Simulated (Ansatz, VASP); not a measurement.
## LiCl: VASP beside Ansatz

```
CELL_PARAMETERS angstrom
0.00000 2.48242 2.61305
2.48242 0.00000 2.61305
2.48242 2.48242 0.00000
ATOMIC_POSITIONS crystal
Li 0.00000 0.00000 0.00000
Cl 0.50000 0.50000 0.50000
```

Change from the starting cell: epitaxial_xy strain -2.9%.

Alike in both runs: task single point; functional r2SCAN; k mesh 8 × 8 × 8; no spin polarisation.

|  | VASP | Ansatz |
| --- | --- | --- |
| version | VASP 6.6.1 | Ansatz 0.2.0 |
| potentials or method | VASP PAW PBE potentials, release 64 (Li_sv, Cl) | plane waves, PAW |
| plane-wave cutoff (eV) | 520 | 500 |
| occupations | gaussian, width 0.01 eV | fixed |
| valence electrons in the cell | 10 | 10 |

VASP gave:

| Item | Value |
| --- | --- |
| gap on the k mesh at the Fermi level (eV) | 7.50 |

What did Ansatz give for the same quantities?

gap on the k mesh at the Fermi level (eV): 7.44.

VASP's potentials were made for PBE, not for r2SCAN.

Noted on VASP's run: the cutoff is short for stress, so the pressure is rough.
